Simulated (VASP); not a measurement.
Set up this calculation in VASP 6.6.1, as the native input.

| Property | Result |
| --- | --- |
| Task | single point |
| Functional | LDA |
| Potentials or basis | VASP PAW LDA potentials, release 64 (Cu) |
| Cutoff | 520 eV |
| k mesh | 15 × 15 × 15 |
| Occupations | gaussian, width 0.6 eV |
| Spin | no spin polarisation |
| Dipole correction | no |
| Further INCAR settings | ALGO = Normal; EDIFF = 1e-06; NBANDS = 12 |

The structure of Cu lies in POSCAR:

```
Cu
1.0
    0.0000000000      1.7588202533      1.7588202533
    1.7588202533      0.0000000000      1.7588202533
    1.7588202533      1.7588202533      0.0000000000
Cu
1
Direct
    0.0000000000      0.0000000000      0.0000000000
```

These files were run (other wordings do the same):

INCAR

```
SYSTEM = Cu
PREC     = Accurate       ! precision mode
ENCUT    = 520            ! plane-wave cutoff, eV
EDIFF    = 1E-6           ! SCF threshold, eV
ISMEAR   = 0              ! smearing method
SIGMA    = 0.6            ! smearing width, eV
LREAL    = .FALSE.        ! projectors in reciprocal space
LASPH    = .TRUE.         ! aspherical terms in the spheres
NELM     = 100            ! most SCF steps
ALGO     = Normal         ! electronic algorithm
ISIF     = 2              ! what is computed and relaxed
LWAVE    = .FALSE.        ! write WAVECAR
LCHARG   = .FALSE.        ! write CHGCAR
GGA      = CA             ! functional
NBANDS   = 12             ! bands
```

KPOINTS

```
Automatic mesh
0
G
  15 15 15
  0 0 0
```

Potentials or basis: VASP PAW LDA potentials, release 64 (Cu).

Command:

```sh
$ cat potpaw_LDA.64/Cu/POTCAR > POTCAR
$ mpirun -np 1 vasp_std > vasp.out
```

Results of the run:

```
Pressure : 1.2 GPa
```

Run time: 8.4 s on 1 thread of Intel Xeon 6975P-C (shared host), peak memory 0.12 GiB.
